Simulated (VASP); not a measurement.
# Si8N in VASP: notebook

Runs on Si8N. Level: PBE. Tasks: single point.

All numbers are computed with VASP 6.6.1; they aren't measurements. Logs are shortened: lines on timing, memory, paths and dates and some standing lists are left out, and cuts for length are marked.

## (1) The cell of the first run

The cell holds a slab with vacuum, 18 atoms: a = 7.702 Å, b = 6.365 Å, c = 22.253 Å, α = 90.00°, β = 90.00°, γ = 90.00°.

## (2) Single point, PBE

File INCAR:

```
SYSTEM = Si8N
PREC = Accurate ; ENCUT = 520
EDIFF = 1E-6 ; ISMEAR = 0
SIGMA = 0.05 ; LREAL = .FALSE.
LASPH = .TRUE. ; NELM = 120
ALGO = Normal ; ISIF = 2
LWAVE = .FALSE. ; LCHARG = .TRUE.
LDIPOL = .TRUE. ; IDIPOL = 3
DIPOL = 0.5 0.5 0.306 ; GGA = PE
LELF = .TRUE. ; LVHAR = .TRUE.
LVACPOTAV = .TRUE. ; NBANDS = 52
GGA_COMPAT = .FALSE. ; NELMDL = -8
```

File KPOINTS:

```
Automatic mesh
0
G
  4 4 1
  0 0 0
```

File POSCAR:

```
Si8N
1.0
    7.7021642883      0.0000000000      0.0000000000
    0.0000000000      6.3646813592      0.0000000000
    0.0000000000      0.0000000000     22.2525434180
Si N
16 2
Direct
    0.0000000000      0.9370679227      0.1797547330
    0.5000000000      0.9370679227      0.1797547330
    0.0000000000      0.5629320773      0.1797547330
    0.5000000000      0.5629320773      0.1797547330
    0.2500000000      0.4370679227      0.2297135909
    0.7500000000      0.4370679227      0.2297135909
    0.2500000000      0.0629320773      0.2297135909
    0.7500000000      0.0629320773      0.2297135909
    0.2500000000      0.9333044641      0.3302593493
    0.7500000000      0.9333044641      0.3302593493
    0.2500000000      0.5666955359      0.3302593493
    0.7500000000      0.5666955359      0.3302593493
    0.0000000000      0.4259907503      0.3708584346
    0.5000000000      0.4259907503      0.3708584346
    0.0000000000      0.0740092497      0.3708584346
    0.5000000000      0.0740092497      0.3708584346
    0.0000000000      0.3262999781      0.5326376943
    0.0000000000      0.5256815226      0.5326376943
```

Potentials or basis: VASP PAW PBE potentials, release 64 (Si, N).

On the command line:

```console
cat potpaw_PBE.64/Si/POTCAR potpaw_PBE.64/N/POTCAR > POTCAR
mpirun -np 1 vasp_std > vasp.out
```

OUTCAR:

```text
SYSTEM = Si8N
   PREC = Accurate
   ENCUT = 520
   EDIFF = 1E-6
   ISMEAR = 0
   LREAL = .FALSE.
   LASPH = .TRUE.
   NELM = 120
   ISIF = 2
   GGA = PE
   NELMDL = -8

 ion  position               nearest neighbor table
   1  0.000  0.937  0.180-   7 2.36   8 2.36   3 2.38
   2  0.500  0.937  0.180-   7 2.36   8 2.36   4 2.38
   3  0.000  0.563  0.180-   5 2.36   6 2.36   1 2.38
   4  0.500  0.563  0.180-   5 2.36   6 2.36   2 2.38
   5  0.250  0.437  0.230-   3 2.36   4 2.36   7 2.38  11 2.38
   6  0.750  0.437  0.230-   3 2.36   4 2.36   8 2.38  12 2.38
   7  0.250  0.063  0.230-   1 2.36   2 2.36   5 2.38   9 2.38
   8  0.750  0.063  0.230-   1 2.36   2 2.36   6 2.38  10 2.38
   9  0.250  0.933  0.330-  15 2.31  16 2.31  11 2.33   7 2.38
  10  0.750  0.933  0.330-  15 2.31  16 2.31  12 2.33   8 2.38
  11  0.250  0.567  0.330-  13 2.31  14 2.31   9 2.33   5 2.38
  12  0.750  0.567  0.330-  13 2.31  14 2.31  10 2.33   6 2.38
  13  0.000  0.426  0.371-  15 2.24  12 2.31  11 2.31
  14  0.500  0.426  0.371-  16 2.24  12 2.31  11 2.31
  15  0.000  0.074  0.371-  13 2.24  10 2.31   9 2.31
  16  0.500  0.074  0.371-  14 2.24  10 2.31   9 2.31
  17  0.000  0.326  0.533-  18 1.27
  18  0.000  0.526  0.533-  17 1.27

  LATTYP: Found a simple orthorhombic cell.
 ALAT       =     6.3646813592
 B/A-ratio  =     1.2101413808
 C/A-ratio  =     3.4962541190

  Lattice vectors:

 A1 = (   0.0000000000,  -6.3646813592,   0.0000000000)
 A2 = (   7.7021642883,   0.0000000000,   0.0000000000)
 A3 = (   0.0000000000,   0.0000000000,  22.2525434180)

Analysis of symmetry for initial positions (statically):
=====================================================================
 Subroutine PRICEL returns:
 Original cell was already a primitive cell.

 Routine SETGRP: Setting up the symmetry group for a
 simple orthorhombic supercell.

 Subroutine GETGRP returns: Found  2 space group operations
 (whereof  2 operations were pure point group operations)
 out of a pool of  8 trial point group operations.

The static configuration has the point symmetry C_1h.

Analysis of symmetry for dynamics (positions and initial velocities):
=====================================================================
 Subroutine PRICEL returns:
 Original cell was already a primitive cell.

 Routine SETGRP: Setting up the symmetry group for a
 simple orthorhombic supercell.

 Subroutine GETGRP returns: Found  2 space group operations
 (whereof  2 operations were pure point group operations)
 out of a pool of  8 trial point group operations.

The dynamic configuration has the point symmetry C_1h.

 Subroutine INISYM returns: Found  2 space group operations
 (whereof  2 operations are pure point group operations),
 and found     1 'primitive' translations

----------------------------------------------------------------------------------------

                                     Primitive cell

  volume of cell :    1090.8602

  direct lattice vectors                    reciprocal lattice vectors
     7.702164288  0.000000000  0.000000000     0.129833637  0.000000000  0.000000000
     0.000000000  6.364681359  0.000000000     0.000000000  0.157117056  0.000000000
     0.000000000  0.000000000 22.252543418     0.000000000  0.000000000  0.044938683

  length of vectors
     7.702164288  6.364681359 22.252543418     0.129833637  0.157117056  0.044938683

  position of ions in fractional coordinates (direct lattice)
     0.000000000  0.937067923  0.179754733
     0.500000000  0.937067923  0.179754733
     0.000000000  0.562932077  0.179754733
     0.500000000  0.562932077  0.179754733
     0.250000000  0.437067923  0.229713591
     0.750000000  0.437067923  0.229713591
[... 10 lines left out ...]
     0.000000000  0.326299978  0.532637694
     0.000000000  0.525681523  0.532637694

  ion indices of the primitive-cell ions
   primitive index   ion index
                 1           1
                 2           2
                 3           3
                 4           4
                 5           5
                 6           6
[... 10 lines left out ...]
                17          17
                18          18

----------------------------------------------------------------------------------------

 KPOINTS: Automatic mesh

Automatic generation of k-mesh.
 Grid dimensions read from file:
 generate k-points for:    4    4    1

 Generating k-lattice:

  Cartesian coordinates                     Fractional coordinates (reciprocal lattice)
     0.032458409  0.000000000  0.000000000     0.250000000  0.000000000  0.000000000
     0.000000000  0.039279264  0.000000000     0.000000000  0.250000000  0.000000000
     0.000000000  0.000000000  0.044938683     0.000000000  0.000000000  1.000000000

  Length of vectors
     0.032458409  0.039279264  0.044938683

  Shift w.r.t. Gamma in fractional coordinates (k-lattice)
     0.000000000  0.000000000  0.000000000

 Subroutine IBZKPT returns following result:
 ===========================================

 Found      9 irreducible k-points:

 Following reciprocal coordinates:
            Coordinates               Weight
  0.000000  0.000000  0.000000      1.000000
  0.250000  0.000000  0.000000      2.000000
  0.500000  0.000000  0.000000      1.000000
  0.000000  0.250000  0.000000      2.000000
  0.250000  0.250000  0.000000      4.000000
  0.500000  0.250000  0.000000      2.000000
  0.000000  0.500000  0.000000      1.000000
  0.250000  0.500000  0.000000      2.000000
  0.500000  0.500000  0.000000      1.000000
   k-points           NKPTS =      9   k-points in BZ     NKDIM =      9   number of bands    NBANDS=     52
   number of dos      NEDOS =    301   number of ions     NIONS =     18
   total plane-waves  NPLWV = 483840
   dimension x,y,z NGX =    60 NGY =   48 NGZ =  168
   dimension x,y,z NGXF=   120 NGYF=   96 NGZF=  336
   ions per type =              16   2
   NGX,Y,Z   is equivalent  to a cutoff of  12.95, 12.54, 12.55 a.u.
   NGXF,Y,Z  is equivalent  to a cutoff of  25.90, 25.08, 25.10 a.u.
 SYSTEM =  Si8N
   PREC   = accura    normal or accurate (medium, high low for compatibility)
   ISTART =      0    job   : 0-new  1-cont  2-samecut
   ICHARG =      2    charge: 1-file 2-atom 10-const
   ISPIN  =      1    spin polarized calculation?
   LNONCOLLINEAR =      F non collinear calculations
   LSORBIT =      F    spin-orbit coupling
   LASPH  =      T    aspherical Exc in radial PAW
   ENCUT  =  520.0 eV  38.22 Ry    6.18 a.u.  14.32 11.83 41.37*2*pi/ulx,y,z
   NELM   =    120;   NELMIN=  2; NELMDL= -8     # of ELM steps
   EDIFF  = 0.1E-05   stopping-criterion for ELM
   LREAL  =      F    real-space projection
   EDIFFG = 0.1E-04   stopping-criterion for IOM
   NSW    =      0    number of steps for IOM
   IBRION =     -1    ionic relax: 0-MD 1-quasi-New 2-CG
   NFREE  =      0    steps in history (QN), initial steepest desc. (CG)
   ISIF   =      2    stress and relaxation
   ISYM   =      2    0-nonsym 1-usesym 2-fastsym
   POTIM  = 0.5000    time-step for ionic-motion
   TEBEG  =    0.0;   TEEND  =   0.0 temperature during run
   PSTRESS=    0.0 pullay stress
   NELECT =      74.0000    total number of electrons
   NUPDOWN=      -1.0000    fix difference up-down
   EMIN   =  10.00;   EMAX   =-10.00  energy-range for DOS
   EFERMI =   0.00;   METHOD = LEGACY
   ISMEAR =     0;   SIGMA  =   0.05  broadening in eV -4-tet -1-fermi 0-gaus
   EFERMI_NEDOS =   21; number of points for ismear=-14 and -15
   IALGO  =     38    algorithm
   IMIX   =      4    mixing-type and parameters
     AMIX     =   0.40;   BMIX     =  1.00
     AMIX_MAG =   1.60;   BMIX_MAG =  1.00
  volume/ion in A,a.u.               =      60.60       408.97
  Fermi-wavevector in a.u.,A,eV,Ry     =   0.667671  1.261715  6.065263  0.445784
  Thomas-Fermi vector in A             =   1.742349
   LORBIT       =      0    0 simple, 1 ext, 2 COOP (PROOUT), +10 PAW based schemes
   GGA     = PE    functional components
   LHFCALC =     F    Hartree Fock is set to
   AEXX    =    0.0000 exact exchange contribution
   IVDW    =     0    specifies the selected vdW correction
   LEPSILON=     F    determine dielectric tensor
   LRPA    =     F    only Hartree local field effects (RPA)
 non-spin polarized calculation
 Gauss-broadening in eV      SIGMA  =   0.05
  energy-cutoff  :      520.00
  volume of cell :     1090.86
 maximum number of plane-waves:     29424
 NGX is ok and might be reduce to    60
   NGX = 29   NGY = 23   NGZ = 83

 number of electron      74.0000001 magnetization

 dipolmoment           0.000000      0.000000     -0.039979 electrons x Angstroem

 Free energy of the ion-electron system (eV)
  ---------------------------------------------------
  ext. energy  EPLUGINS =         0.00000000
  ---------------------------------------------------
  free energy    TOTEN  =       -94.15953867 eV

  energy without entropy =      -94.15179092  energy(sigma->0) =      -94.15566479

 E-fermi :  -1.4428     XC(G=0):  -3.7890

 val. band max:       -1.4784725811   @ k =   0.0000   0.2500   0.0000
 cond. band min:      -1.4347422211   @ k =   0.0000   0.0000   0.0000
 fundamental gap:      0.0437303600
 Fermi energy:        -1.4428392878

 k-point     1 :       0.0000    0.0000    0.0000
  band No.  band energies     occupation
      1     -22.6998      2.00000
      2     -12.9772      2.00000
      3     -11.6770      2.00000
      4     -11.4417      2.00000
      5     -11.3182      2.00000
      6     -10.6661      2.00000
[... 41 lines left out ...]
     48       1.4655      0.00000
     49       1.5711      0.00000

 k-point     2 :       0.2500    0.0000    0.0000
  band No.  band energies     occupation
      1     -22.6998      2.00000
      2     -12.8430      2.00000
      3     -11.8352      2.00000
      4     -11.5410      2.00000
      5     -11.4414      2.00000
      6     -10.5287      2.00000
[... 41 lines left out ...]
     48       1.3468      0.00000
     49       1.4308      0.00000

 k-point     3 :       0.5000    0.0000    0.0000
  band No.  band energies     occupation
      1     -22.6998      2.00000
      2     -12.4492      2.00000
      3     -12.4482      2.00000
      4     -11.4419      2.00000
      5     -11.1410      2.00000
      6     -11.1386      2.00000
[... 41 lines left out ...]
     48       2.0695      0.00000
     49       2.0697      0.00000

 k-point     4 :       0.0000    0.2500    0.0000
  band No.  band energies     occupation
      1     -22.6998      2.00000
      2     -12.7789      2.00000
      3     -11.4883      2.00000
      4     -11.4450      2.00000
      5     -11.3135      2.00000
      6     -11.1375      2.00000
[... 41 lines left out ...]
     48       0.9614      0.00000
     49       1.4114      0.00000

 k-point     5 :       0.2500    0.2500    0.0000
  band No.  band energies     occupation
      1     -22.6998      2.00000
      2     -12.6453      2.00000
      3     -11.6451      2.00000
      4     -11.4464      2.00000
      5     -11.3518      2.00000
      6     -11.1825      2.00000
[... 41 lines left out ...]
     48       1.3870      0.00000
     49       1.4001      0.00000

 k-point     6 :       0.5000    0.2500    0.0000
  band No.  band energies     occupation
      1     -22.6998      2.00000
      2     -12.2535      2.00000
      3     -12.2524      2.00000
      4     -11.4459      2.00000
      5     -10.9602      2.00000
      6     -10.9576      2.00000
[... 41 lines left out ...]
     48       1.3143      0.00000
     49       1.3221      0.00000

 k-point     7 :       0.0000    0.5000    0.0000
  band No.  band energies     occupation
      1     -22.6997      2.00000
      2     -12.2386      2.00000
      3     -12.1554      2.00000
      4     -11.4496      2.00000
      5     -10.9778      2.00000
      6     -10.8669      2.00000
[... 41 lines left out ...]
     48       0.6551      0.00000
     49       0.7406      0.00000

 k-point     8 :       0.2500    0.5000    0.0000
  band No.  band energies     occupation
      1     -22.6997      2.00000
      2     -12.1046      2.00000
      3     -12.0253      2.00000
      4     -11.4497      2.00000
      5     -11.0951      2.00000
      6     -11.0887      2.00000
[... 41 lines left out ...]
     48       1.1888      0.00000
     49       1.2630      0.00000

 k-point     9 :       0.5000    0.5000    0.0000
  band No.  band energies     occupation
      1     -22.6997      2.00000
      2     -11.7123      2.00000
      3     -11.7095      2.00000
      4     -11.6482      2.00000
      5     -11.6478      2.00000
      6     -11.4484      2.00000
[... 41 lines left out ...]
     48       1.8866      0.00000
     49       1.9146      0.00000
 [bands above 49 left out]

------------------------ aborting loop because EDIFF is reached ----------------------------------------

  FORCE on cell =-STRESS in cart. coord.  units (eV):
  Direction    XX          YY          ZZ          XY          YZ          ZX
  --------------------------------------------------------------------------------------
  -------------------------------------------------------------------------------------
  Total        2.7350108    -18.6666492     -2.8248598      0.0000000      0.0970108      0.0000000
  in kB        4.0169880    -27.4162370     -4.1489517      0.0000000      0.1424825      0.0000000
  external PRESSURE =      -9.1827336 kB  Pullay stress =       0.0000000 kB

 VOLUME and BASIS-vectors are now :
 -----------------------------------------------------------------------------
  energy-cutoff  :      520.00
  volume of cell :     1090.86
      direct lattice vectors                 reciprocal lattice vectors
     7.702164288  0.000000000  0.000000000     0.129833637  0.000000000  0.000000000
     0.000000000  6.364681359  0.000000000     0.000000000  0.157117056  0.000000000
     0.000000000  0.000000000 22.252543418     0.000000000  0.000000000  0.044938683

 POSITION                                       TOTAL-FORCE (eV/Angst)
 -----------------------------------------------------------------------------------
      0.00000      5.96414      4.00000         0.000000     -0.807445      0.657264
      3.85108      5.96414      4.00000         0.000000     -0.797736      0.664523
      0.00000      3.58288      4.00000         0.000000      0.808669      0.656994
      3.85108      3.58288      4.00000         0.000000      0.791616      0.643854
      1.92554      2.78180      5.11171        -0.002319      0.026338     -0.627231
      5.77662      2.78180      5.11171         0.002319      0.026338     -0.627231
[... 10 lines left out ...]
      0.00000      2.07680     11.85254         0.000000     12.946611      0.055978
      0.00000      3.34580     11.85254         0.000000    -12.923091      0.079842
 -----------------------------------------------------------------------------------
    total drift:                                0.000000      0.000633     -0.000185

  FREE ENERGIE OF THE ION-ELECTRON SYSTEM (eV)
  ---------------------------------------------------
  free  energy   TOTEN  =       -94.1595386688 eV

  energy  without entropy=      -94.1517909167  energy(sigma->0) =      -94.15566479

 vacuum level on the upper side and lower side of the slab         3.161         3.309
```

Run time: 32 min. Hardware: 1 thread of Oxide Virtual Turin-like, shared host; peak memory 1.1 GiB.

What came out:

```yaml
Free_energy: -94.1595 eV
Largest_force: 12.947 eV/Å
Band_gap_on_the_k_mesh: zero (bands 37 and 38 overlap by 0.35 eV)
```

Forces on the atoms (eV/Å):
```
Si    0.000  -0.807   0.657
Si    0.000  -0.798   0.665
Si    0.000   0.809   0.657
Si    0.000   0.792   0.644
Si   -0.002   0.026  -0.627
Si    0.002   0.026  -0.627
Si    0.004  -0.028  -0.629
Si   -0.004  -0.028  -0.629
Si   -0.010   0.004  -0.003
Si    0.010   0.004  -0.003
Si   -0.002   0.006   0.001
Si    0.002   0.006   0.001
Si    0.000  -0.086  -0.161
Si    0.000  -0.086  -0.020
Si    0.000   0.051  -0.031
Si    0.000   0.086  -0.028
N     0.000  12.947   0.056
N     0.000 -12.923   0.080
```

## (3) Single point, PBE

File INCAR:

```
PREC = Accurate
ENCUT = 520
EDIFF = 1E-6
ISMEAR = 0
SIGMA = 0.05
LREAL = False
LASPH = True
NELM = 120
ALGO = Normal
ISIF = 2
LWAVE = False
LCHARG = True
LDIPOL = True
IDIPOL = 3
DIPOL = 0.5 0.5 0.295
GGA = PE
LELF = True
LVHAR = True
LVACPOTAV = True
NBANDS = 52
GGA_COMPAT = False
NELMDL = -8
```

File KPOINTS:

```
regular mesh
0
Gamma
  4 4 1
```

Changes to POSCAR since step 2:

```diff
@@ -24,3 +24,3 @@
     0.5000000000      0.0740092497      0.3708584346
-    0.0000000000      0.3262999781      0.5326376943
-    0.0000000000      0.5256815226      0.5326376943
+    0.0000000000      0.3057176437      0.4355701385
+    0.0000000000      0.5462638570      0.4355701385
```

Potentials or basis: VASP PAW PBE potentials, release 64 (Si, N).

On the command line:

```console
cat potpaw_PBE.64/Si/POTCAR potpaw_PBE.64/N/POTCAR > POTCAR
mpirun -np 1 vasp_std > vasp.out
```

Wall time 36 min (1 thread of Oxide Virtual Turin-like, shared host); peak memory 1.1 GiB.

Results (log left out):

* Free energy: -90.7716 eV
* Largest force: 8.309 eV/Å
* Band gap on the k mesh: zero (bands 37 and 38 overlap by 0.14 eV)

Forces on the atoms (eV/Å):
```
Si   0.000 -0.807  0.600
Si   0.000 -0.496  0.418
Si   0.000  0.789  0.615
Si   0.000  0.513  0.557
Si   0.218  0.086 -0.589
Si  -0.218  0.086 -0.589
Si  -0.046  0.039 -0.501
Si   0.046  0.039 -0.501
Si   0.260  0.018 -0.130
Si  -0.260  0.018 -0.130
Si   0.304 -0.119 -0.499
Si  -0.304 -0.119 -0.499
Si   0.000  2.782 -7.829
Si   0.000 -0.052 -0.006
Si   0.000  0.114  1.199
Si   0.000  0.193  0.181
N    0.000 -1.327  4.383
N    0.000 -1.758  3.319
```

Levels at points of the mesh, in eV from the Fermi level:
```tsv
k point	band 33	band 34	band 35	band 36	band 37	band 38	band 39	band 40	band 41	band 42
(0.00, 0.00, 0.00)	-1.13	-0.77	-0.31	-0.27	-0.05	0.18	0.23	0.50	0.91	1.37
(0.50, 0.00, 0.00)	-1.44	-1.03	-0.63	-0.28	0.05	0.23	0.71	0.82	1.08	1.36
(0.00, 0.50, 0.00)	-1.16	-0.94	-0.90	-0.56	-0.18	-0.09	0.13	0.41	0.81	1.03
(0.50, 0.50, 0.00)	-1.84	-0.65	-0.52	-0.44	-0.01	0.07	0.20	0.43	0.57	0.65
```

(Part 1 of 2 ends here.)

The gap in the log of VASP goes by the Fermi energy; the results here count the filled bands.